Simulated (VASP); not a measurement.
Set up this calculation in VASP 6.6.1, as the native input.

```
Task                   : single point
Functional             : PBE
Potentials or basis    : VASP PAW PBE potentials, release 64 (B, N)
Cutoff                 : 600 eV
k mesh                 : 10 × 10 × 10
Occupations            : gaussian, width 0.1 eV
Spin                   : no spin polarisation
Dipole correction      : no
Further INCAR settings : ALGO = Normal; EDIFF = 1e-06; NBANDS = 11
```

The structure of BN (Qingsongite) lies in POSCAR:

```
BN
1.0
    0.0000000000      1.6993219358      1.6993219358
    1.6993219358      0.0000000000      1.6993219358
    1.6993219358      1.6993219358      0.0000000000
B N
1 1
Direct
    0.0000000000      0.0000000000      0.0000000000
    0.2500000000      0.2500000000      0.2500000000
```

These files were run (other wordings do the same):

INCAR

```
  PREC = Accurate
  ENCUT = 600
  EDIFF = 1E-6
  ISMEAR = 0
  SIGMA = 0.1
  LREAL = F
  LASPH = T
  NELM = 120
  ALGO = Normal
  ISIF = 2
  LWAVE = F
  LCHARG = F
  GGA = PE
  NBANDS = 11
  GGA_COMPAT = F
```

KPOINTS

```
regular mesh
0
Gamma
  10 10 10
```

Potentials or basis: VASP PAW PBE potentials, release 64 (B, N).

Command:

```bash
$ cat potpaw_PBE.64/B/POTCAR potpaw_PBE.64/N/POTCAR > POTCAR
$ mpirun -np 1 vasp_std > vasp.out
```

It gave:

```
Pressure               : 102.6 GPa
Band gap on the k mesh : 4.63 eV, indirect (least direct gap 9.70 eV)
```

Wall time 9.7 s on 1 thread of Intel Xeon 8259CL, with other jobs on the host, peak memory 0.12 GiB.
